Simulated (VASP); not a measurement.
# Pd in VASP: further runs

Aim: see how the results for Pd move with the level of theory and the settings. Levels: PBE, LDA. Tasks: single point.

Program: VASP 6.6.1. These are calculated values, not measurements. Logs are shortened: lines on timing, memory, paths and dates and some standing lists are left out, and cuts for length are marked.

## Step 1: The cell of the first run

Symmetry: P6_3/mmc, No. 194, hexagonal system. Conventional cell: a = 2.817 Å, b = 2.817 Å, c = 9.297 Å, α = 90.00°, β = 90.00°, γ = 120.00°. Within 3.7 Å of Pd (site symmetry -6m2) lie 12 Pd at 2.82 to 2.84 Å. Pd (site symmetry -3m) has 12 Pd at 2.82 to 2.84 Å within 3.7 Å.

This isn't the form of Pd at room conditions, which is fcc.

## Step 2: Single point, PBE

INCAR

```
ALGO = Fast
EDIFF = 1E-7
ENCUT = 520
GGA = PE
ISIF = 2
ISMEAR = -1
LASPH = T
LCHARG = F
LREAL = F
LWAVE = F
NBANDS = 28
NELM = 60
PREC = Accurate
SIGMA = 0.05
```

KPOINTS

```
k-points
0
Gamma
  11 11 3
```

POSCAR

```
Pd
1.0
    2.8167433005      0.0000000000      0.0000000000
   -1.4083716503      2.4393712543      0.0000000000
    0.0000000000      0.0000000000      9.2972315341
Pd
4
Direct
    0.6666666667      0.3333333333      0.7500000000
    0.0000000000      0.0000000000      0.5000000000
    0.3333333333      0.6666666667      0.2500000000
    0.0000000000      0.0000000000      0.0000000000
```

Potentials or basis: VASP PAW PBE potentials, release 64 (Pd).

Run with:

```sh
$ cat potpaw_PBE.64/Pd/POTCAR > POTCAR
$ mpirun -np 1 vasp_std > vasp.out
```

OUTCAR:

```text
EDIFF = 1E-7
   ENCUT = 520
   GGA = PE
   ISIF = 2
   ISMEAR = -1
   LASPH = T
   LREAL = F
   NELM = 60
   PREC = Accurate

 ion  position               nearest neighbor table
   1  0.667  0.333  0.750-   2 2.84   4 2.84   2 2.84   4 2.84   2 2.84   4 2.84
   2  0.000  0.000  0.500-   1 2.84   3 2.84   1 2.84   3 2.84   1 2.84   3 2.84
   3  0.333  0.667  0.250-   2 2.84   4 2.84   2 2.84   4 2.84   2 2.84   4 2.84
   4  0.000  0.000  0.000-   1 2.84   3 2.84   1 2.84   3 2.84   1 2.84   3 2.84

  LATTYP: Found a hexagonal cell.
 ALAT       =     2.8167433005
 C/A-ratio  =     3.3007024575

  Lattice vectors:

 A1 = (   2.8167433005,   0.0000000000,   0.0000000000)
 A2 = (  -1.4083716503,   2.4393712543,   0.0000000000)
 A3 = (   0.0000000000,   0.0000000000,   9.2972315341)

Analysis of symmetry for initial positions (statically):
=====================================================================
 Subroutine PRICEL returns:
 Original cell was already a primitive cell.

 Routine SETGRP: Setting up the symmetry group for a
 hexagonal supercell.

 Subroutine GETGRP returns: Found 24 space group operations
 (whereof 12 operations were pure point group operations)
 out of a pool of 24 trial point group operations.

The static configuration has the point symmetry D_3d.
 The point group associated with its full space group is D_6h.

Analysis of symmetry for dynamics (positions and initial velocities):
=====================================================================
 Subroutine PRICEL returns:
 Original cell was already a primitive cell.

 Routine SETGRP: Setting up the symmetry group for a
 hexagonal supercell.

 Subroutine GETGRP returns: Found 24 space group operations
 (whereof 12 operations were pure point group operations)
 out of a pool of 24 trial point group operations.

The dynamic configuration has the point symmetry D_3d.
 The point group associated with its full space group is D_6h.

 Subroutine INISYM returns: Found 24 space group operations
 (whereof 12 operations are pure point group operations),
 and found     1 'primitive' translations

----------------------------------------------------------------------------------------

                                     Primitive cell

  volume of cell :      63.8820

  direct lattice vectors                    reciprocal lattice vectors
     2.816743301  0.000000000  0.000000000     0.355019927  0.204970850  0.000000000
    -1.408371650  2.439371254  0.000000000     0.000000000  0.409941700  0.000000000
     0.000000000  0.000000000  9.297231534     0.000000000  0.000000000  0.107558900

  length of vectors
     2.816743301  2.816743301  9.297231534     0.409941700  0.409941700  0.107558900

  position of ions in fractional coordinates (direct lattice)
     0.666666667  0.333333333  0.750000000
     0.000000000  0.000000000  0.500000000
     0.333333333  0.666666667  0.250000000
     0.000000000  0.000000000  0.000000000

  ion indices of the primitive-cell ions
   primitive index   ion index
                 1           1
                 2           2
                 3           3
                 4           4

----------------------------------------------------------------------------------------

 KPOINTS: k-points

Automatic generation of k-mesh.
 Grid dimensions read from file:
 generate k-points for:   11   11    3

 Generating k-lattice:

  Cartesian coordinates                     Fractional coordinates (reciprocal lattice)
     0.032274539  0.018633714  0.000000000     0.090909091 -0.000000000  0.000000000
     0.000000000  0.037267427  0.000000000     0.000000000  0.090909091  0.000000000
     0.000000000  0.000000000  0.035852967     0.000000000  0.000000000  0.333333333

  Length of vectors
     0.037267427  0.037267427  0.035852967

  Shift w.r.t. Gamma in fractional coordinates (k-lattice)
     0.000000000  0.000000000  0.000000000

 Subroutine IBZKPT returns following result:
 ===========================================

 Found     32 irreducible k-points:

 Following reciprocal coordinates:
            Coordinates               Weight
  0.000000  0.000000  0.000000      1.000000
  0.090909  0.000000  0.000000      6.000000
  0.181818  0.000000  0.000000      6.000000
  0.272727  0.000000  0.000000      6.000000
  0.363636  0.000000  0.000000      6.000000
  0.454545 -0.000000  0.000000      6.000000
[... 16 lines left out ...]
  0.090909  0.090909  0.333333     12.000000
  0.181818  0.090909  0.333333     24.000000
 [... further k-points ...]
   k-points           NKPTS =     32   k-points in BZ     NKDIM =     32   number of bands    NBANDS=     28
   number of dos      NEDOS =    301   number of ions     NIONS =      4
   total plane-waves  NPLWV =  40320
   dimension x,y,z NGX =    24 NGY =   24 NGZ =   70
   dimension x,y,z NGXF=    48 NGYF=   48 NGZF=  140
   ions per type =               4
   NGX,Y,Z   is equivalent  to a cutoff of  14.16, 14.16, 12.52 a.u.
   NGXF,Y,Z  is equivalent  to a cutoff of  28.33, 28.33, 25.03 a.u.
 SYSTEM =  unknown system
   PREC   = accura    normal or accurate (medium, high low for compatibility)
   ISTART =      0    job   : 0-new  1-cont  2-samecut
   ICHARG =      2    charge: 1-file 2-atom 10-const
   ISPIN  =      1    spin polarized calculation?
   LNONCOLLINEAR =      F non collinear calculations
   LSORBIT =      F    spin-orbit coupling
   LASPH  =      T    aspherical Exc in radial PAW
   ENCUT  =  520.0 eV  38.22 Ry    6.18 a.u.   5.24  5.24 17.29*2*pi/ulx,y,z
   NELM   =     60;   NELMIN=  2; NELMDL= -5     # of ELM steps
   EDIFF  = 0.1E-06   stopping-criterion for ELM
   LREAL  =      F    real-space projection
   EDIFFG = 0.1E-05   stopping-criterion for IOM
   NSW    =      0    number of steps for IOM
   IBRION =     -1    ionic relax: 0-MD 1-quasi-New 2-CG
   NFREE  =      0    steps in history (QN), initial steepest desc. (CG)
   ISIF   =      2    stress and relaxation
   ISYM   =      2    0-nonsym 1-usesym 2-fastsym
   POTIM  = 0.5000    time-step for ionic-motion
   TEBEG  =    0.0;   TEEND  =   0.0 temperature during run
   PSTRESS=    0.0 pullay stress
   NELECT =      40.0000    total number of electrons
   NUPDOWN=      -1.0000    fix difference up-down
   EMIN   =  10.00;   EMAX   =-10.00  energy-range for DOS
   EFERMI =   0.00;   METHOD = LEGACY
   ISMEAR =    -1;   SIGMA  =   0.05  broadening in eV -4-tet -1-fermi 0-gaus
   EFERMI_NEDOS =   21; number of points for ismear=-14 and -15
   IALGO  =     68    algorithm
   IMIX   =      4    mixing-type and parameters
     AMIX     =   0.40;   BMIX     =  1.00
     AMIX_MAG =   1.60;   BMIX_MAG =  1.00
  volume/ion in A,a.u.               =      15.97       107.77
  Fermi-wavevector in a.u.,A,eV,Ry     =   1.400561  2.646676 26.688778  1.961570
  Thomas-Fermi vector in A             =   2.523509
   LORBIT       =      0    0 simple, 1 ext, 2 COOP (PROOUT), +10 PAW based schemes
   GGA     = PE    functional components
   LHFCALC =     F    Hartree Fock is set to
   AEXX    =    0.0000 exact exchange contribution
   IVDW    =     0    specifies the selected vdW correction
   LEPSILON=     F    determine dielectric tensor
   LRPA    =     F    only Hartree local field effects (RPA)
 non-spin polarized calculation
 RMM-DIIS sequential band-by-band and
  energy-cutoff  :      520.00
  volume of cell :       63.88
 maximum number of plane-waves:      1733
 NGX is ok and might be reduce to    24
   NGX = 11   NGY = 11   NGZ = 35

 number of electron      39.9999992 magnetization

 Free energy of the ion-electron system (eV)
  ---------------------------------------------------
  ext. energy  EPLUGINS =         0.00000000
  ---------------------------------------------------
  free energy    TOTEN  =       -20.77803819 eV

  energy without entropy =      -20.68672284  energy(sigma->0) =      -20.73238051

 E-fermi :   8.5223     XC(G=0): -12.6928

 val. band max:        8.5144615515   @ k =   0.2727   0.0000   0.0000
 cond. band min:       8.5300822126   @ k =   0.4545  -0.0000   0.0000
 fundamental gap:      0.0156206612
 Fermi energy:         8.5222568809

 k-point     1 :       0.0000    0.0000    0.0000
  band No.  band energies     occupation
      1       1.9574      2.00000
      2       3.5368      2.00000
      3       3.5425      2.00000
      4       3.7898      2.00000
      5       5.9532      2.00000
      6       5.9567      2.00000
[... 20 lines left out ...]
     27      22.1903      0.00000
     28      25.3993      0.00000

 k-point     2 :       0.0909    0.0000    0.0000
  band No.  band energies     occupation
      1       2.2069      2.00000
      2       3.7595      2.00000
      3       3.7668      2.00000
      4       3.9658      2.00000
      5       5.6420      2.00000
      6       5.8049      2.00000
[... 20 lines left out ...]
     27      22.3484      0.00000
     28      25.3650      0.00000

 k-point     3 :       0.1818    0.0000    0.0000
  band No.  band energies     occupation
      1       2.8924      2.00000
      2       4.2228      2.00000
      3       4.2662      2.00000
      4       4.4045      2.00000
      5       5.2315      2.00000
      6       5.4372      2.00000
[... 20 lines left out ...]
     27      22.7802      0.00000
     28      23.2127      0.00000

 k-point     4 :       0.2727    0.0000    0.0000
  band No.  band energies     occupation
      1       3.7125      2.00000
      2       4.2892      2.00000
      3       4.3341      2.00000
      4       4.6021      2.00000
      5       5.0738      2.00000
      6       5.0998      2.00000
[... 578 lines left out ...]
     27      17.9312      0.00000
     28      18.6792      0.00000

 k-point    23 :       0.0909    0.0909    0.3333
  band No.  band energies     occupation
      1       2.8852      2.00000
      2       3.4521      2.00000
      3       4.3247      2.00000
      4       4.4107      2.00000
      5       5.4920      2.00000
      6       5.5752      2.00000
[... 20 lines left out ...]
     27      24.5196      0.00000
     28      24.8917      0.00000

 k-point    24 :       0.1818    0.0909    0.3333
  band No.  band energies     occupation
      1       3.6314      2.00000
      2       4.0142      2.00000
      3       4.6596      2.00000
      4       4.8387      2.00000
      5       5.1016      2.00000
      6       5.2970      2.00000
[... 20 lines left out ...]
     27      21.7891      0.00000
     28      22.4248      0.00000

 [... further k-points ...]

------------------------ aborting loop because EDIFF is reached ----------------------------------------

  FORCE on cell =-STRESS in cart. coord.  units (eV):
  Direction    XX          YY          ZZ          XY          YZ          ZX
  --------------------------------------------------------------------------------------
  -------------------------------------------------------------------------------------
  Total       -2.3395293     -2.3395293     -2.4906374      0.0000000      0.0000000     -0.0000000
  in kB      -58.6759677    -58.6759677    -62.4657946      0.0000000      0.0000000     -0.0000000
  external PRESSURE =     -59.9392433 kB  Pullay stress =       0.0000000 kB

 VOLUME and BASIS-vectors are now :
 -----------------------------------------------------------------------------
  energy-cutoff  :      520.00
  volume of cell :       63.88
      direct lattice vectors                 reciprocal lattice vectors
     2.816743301  0.000000000  0.000000000     0.355019927  0.204970850  0.000000000
    -1.408371650  2.439371254  0.000000000     0.000000000  0.409941700  0.000000000
     0.000000000  0.000000000  9.297231534     0.000000000  0.000000000  0.107558900

 POSITION                                       TOTAL-FORCE (eV/Angst)
 -----------------------------------------------------------------------------------
      1.40837      0.81312      6.97292         0.000000      0.000000     -0.000000
      0.00000      0.00000      4.64862        -0.000000      0.000000      0.000000
     -0.00000      1.62625      2.32431        -0.000000     -0.000000     -0.000000
      0.00000      0.00000      0.00000        -0.000000      0.000000      0.000000
 -----------------------------------------------------------------------------------
    total drift:                               -0.000000      0.000000      0.000000

  FREE ENERGIE OF THE ION-ELECTRON SYSTEM (eV)
  ---------------------------------------------------
  free  energy   TOTEN  =       -20.7780381853 eV

  energy  without entropy=      -20.6867228418  energy(sigma->0) =      -20.73238051
```

Run time: 90 s. Hardware: 1 thread of Intel Xeon 8259CL, shared host; peak memory 0.21 GiB.

Results:

| Item | Value |
| --- | --- |
| Free energy | -20.7780 eV |
| Pressure | -6.0 GPa |
| Band gap on the k mesh | zero (bands 20 and 21 overlap by 0.79 eV) |

Stress tensor (GPa, compression positive):
```
-5.87  0.00  0.00
 0.00 -5.87  0.00
 0.00  0.00 -6.25
```

Caveat: the cell stands under tension.

(Continued in part 2 of 2.)
